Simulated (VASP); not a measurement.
A run of VASP 6.6.1 is set up as follows.

Contents of INCAR:

```
  PREC = Accurate
  ENCUT = 520
  EDIFF = 1E-6
  ISMEAR = -1
  SIGMA = 0.05
  LREAL = Auto
  LASPH = True
  NELM = 60
  ALGO = Normal
  ISIF = 2
  LWAVE = False
  LCHARG = False
  GGA = PS
  NBANDS = 48
```

The input KPOINTS:

```
regular mesh
0
Gamma
  2 2 2
```

Contents of POSCAR:

```
Si
1.0
    0.0000000000      5.4300000000      5.4300000000
    5.4300000000      0.0000000000      5.4300000000
    5.4300000000      5.4300000000      0.0000000000
Si
17
Direct
    0.0013558932      0.0008249540     -0.0081883057
    0.1327594843      0.1322278085      0.1025034991
    0.0082756906      0.0077696133      0.4759200737
    0.1217415285      0.1212376611      0.6198853591
    0.0013553407      0.5057299263     -0.0081925414
    0.1148995396      0.6288045120      0.1272065378
   -0.0203296501      0.5072130755      0.5056410681
    0.1217444751      0.6368697053      0.6198811234
    0.5062569982      0.0008236648     -0.0081872007
    0.6293351750      0.1143745856      0.1272058932
    0.5077199816     -0.0208507366      0.5056505525
    0.6373784530      0.1212353591      0.6198865562
    0.4882776243      0.4877538674      0.0359383978
    0.6293376611      0.6288017495      0.1272102210
    0.5077150092      0.5072126151      0.5056474217
    0.6118387661      0.6113181400      0.6652518416
    0.3580616943      0.3575383057      0.4265860037
```

Potentials or basis: VASP PAW PBE potentials, release 64 (Si).

Launch:

```console
$ cat potpaw_PBE.64/Si/POTCAR > POTCAR
$ mpirun -np 1 vasp_std > vasp.out
```

(1) Predict the largest force.

(2) What does it give for the pressure?

## Answers

(1) 0.271 eV/Å.

(2) 3.2 GPa.

Caveat: the k points lie up to 0.50 Å⁻¹ apart; the PAW data sets were made with another functional, which shifts forces and pressure a little.
